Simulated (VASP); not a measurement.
TiO2: single point with r2SCAN

Crystal: TiO2.

```
Ti O
1.0
     0.00000    2.39683    2.39683
     2.35440    0.00000    2.39683
     2.35440    2.39683    0.00000
Ti O
1 2
Direct
  0.00000 0.00000 0.00000
  0.25000 0.25000 0.25000
  0.75000 0.75000 0.75000
```

This cell differs from its parent crystal: uniaxial x strain -1.8%.

* Program: VASP 6.6.1
* Task: single point
* Functional: r2SCAN
* Potentials or basis: VASP PAW PBE potentials, release 64 (Ti_sv, O)
* Cutoff: 520 eV
* k mesh: 10 × 10 × 10
* Occupations: gaussian, width 0.01 eV
* Spin: no spin polarisation
* Dipole correction: no
* Further INCAR settings: ALGO = Normal; EDIFF = 1e-06; NBANDS = 19

```yaml
Pressure: 6.8 GPa
Band_gap_on_the_k_mesh: 1.37 eV, indirect (least direct gap 2.15 eV)
```

Stress tensor (GPa, compression positive):
```
13.90  0.00  0.00
 0.00  3.28  0.00
 0.00  0.00  3.28
```

Levels at points of the mesh, in eV from the valence-band top:
```tsv
k point	band 9	band 10	band 11	band 12	band 13	band 14	band 15	band 16
(0.00, 0.00, 0.00)	-6.44	-1.17	-1.17	-0.87	1.37	1.46	5.66	5.73
(0.50, 0.00, 0.00)	-3.69	-3.53	-2.83	-2.79	1.72	1.76	3.11	5.30
(0.50, 0.50, 0.00)	-4.91	-2.48	-2.15	-0.22	2.05	2.22	3.11	4.38
(0.00, 0.50, 0.50)	-5.02	-2.39	-2.39	0.00	2.15	2.16	3.22	4.47
```

Wall time 3.6 min on 1 thread of Intel(R) Xeon(R) Platinum 8259CL CPU @ 2.50GHz (Skylake/Cascade Lake), with other jobs on the host, peak memory 0.2 GiB.

Caveat: the cell differs from its parent crystal (uniaxial x strain -1.8%); the PAW data sets were made with another functional, which shifts forces and pressure a little. A k mesh can miss the band edges.
